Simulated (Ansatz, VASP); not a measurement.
**Pb3F2 in VASP and in Ansatz**

The input INCAR:

```
SYSTEM = Pb3F2
PREC     = Accurate       ! precision mode
ENCUT    = 520            ! plane-wave cutoff, eV
EDIFF    = 1E-6           ! SCF threshold, eV
ISMEAR   = -1             ! smearing method
SIGMA    = 0.1            ! smearing width, eV
LREAL    = .FALSE.        ! projectors in reciprocal space
LASPH    = .TRUE.         ! aspherical terms in the spheres
NELM     = 80             ! most SCF steps
ALGO     = Normal         ! electronic algorithm
ISIF     = 2              ! what is computed and relaxed
LWAVE    = .FALSE.        ! write WAVECAR
LCHARG   = .FALSE.        ! write CHGCAR
GGA      = PE             ! functional
NBANDS   = 67             ! bands
```

KPOINTS

```
Automatic mesh
0
G
  3 3 4
  0 0 0
```

File POSCAR:

```
Pb3F2
1.0
    7.5773060000      0.0000000000      0.0000000000
    0.0000000000      7.5773060000      0.0000000000
    0.0000000000      0.0000000000      4.4221330000
Pb F
6 4
Direct
    0.3714000000      0.8714000000      0.5000000000
    0.1286000000      0.3714000000      0.5000000000
    0.6286000000      0.1286000000      0.5000000000
    0.8714000000      0.6286000000      0.5000000000
    0.0000000000      0.0000000000      0.5000000000
    0.5000000000      0.5000000000      0.5000000000
    0.1734000000      0.6734000000      0.0000000000
    0.3266000000      0.1734000000      0.0000000000
    0.8266000000      0.3266000000      0.0000000000
    0.6734000000      0.8266000000      0.0000000000
```

Input for Ansatz:

```yaml
crystal:
  lattice:
    - [7.577306, 0.0, 0.0]
    - [0.0, 7.577306, 0.0]
    - [0.0, 0.0, 4.422133]
  atoms:
    - { symbol: Pb, position: [0.3714, 0.8714, 0.5] }
    - { symbol: Pb, position: [0.1286, 0.3714, 0.5] }
    - { symbol: Pb, position: [0.6286, 0.1286, 0.5] }
    - { symbol: Pb, position: [0.8714, 0.6286, 0.5] }
    - { symbol: Pb, position: [0.0, 0.0, 0.5] }
    - { symbol: Pb, position: [0.5, 0.5, 0.5] }
    - { symbol: F, position: [0.1734, 0.6734, 0.0] }
    - { symbol: F, position: [0.3266, 0.1734, 0.0] }
    - { symbol: F, position: [0.8266, 0.3266, 0.0] }
    - { symbol: F, position: [0.6734, 0.8266, 0.0] }
  symmetry: { tolerance: 0.0003 }
kpoints:
  mp_grid: { grid: [3, 3, 4], shift: [0, 0, 0] }
magnetization:
  spin_polarized: false
scf:
  occupations: { method: fermi_dirac }
  lower_state_search: "off"
hamiltonian:
  pseudopotentials: { kind: paw }
  xc: pbe
basis:
  ecutwfc: 420
output:
  forces: true
  stress: true
  eigenvalues: true
```

Alike in both runs: task single point; functional PBE; k mesh 3 × 3 × 4; no spin polarisation.

```csv
,VASP,Ansatz
version,VASP 6.6.1,Ansatz 0.2.0
potentials or method,"VASP PAW PBE potentials, release 64 (Pb_d, F), cutoff 520 eV",PAW plane waves
occupations,"fermi-dirac, width 0.1 eV",fermi-dirac
valence electrons in the cell,112,112
```

Ansatz gave:

```
gap on the k mesh at the Fermi level (eV)                     : none
pressure (GPa)                                                : 1.6
traceless stress, the component that is largest in VASP (GPa) : -7.30
rms of the force components (eV/Å)                            : 0.672
```

Q: Which values does VASP return?

A: gap on the k mesh at the Fermi level (eV): none; pressure (GPa): 1.4; traceless stress, the component that is largest in VASP (GPa): -7.29; rms of the force components (eV/Å): 0.673.

Atom by atom the forces differ by 0.000 eV/Å (rms over components). A gap of «none» marks a metal or a gap that the smearing closes.

Spin-orbit coupling is off throughout.
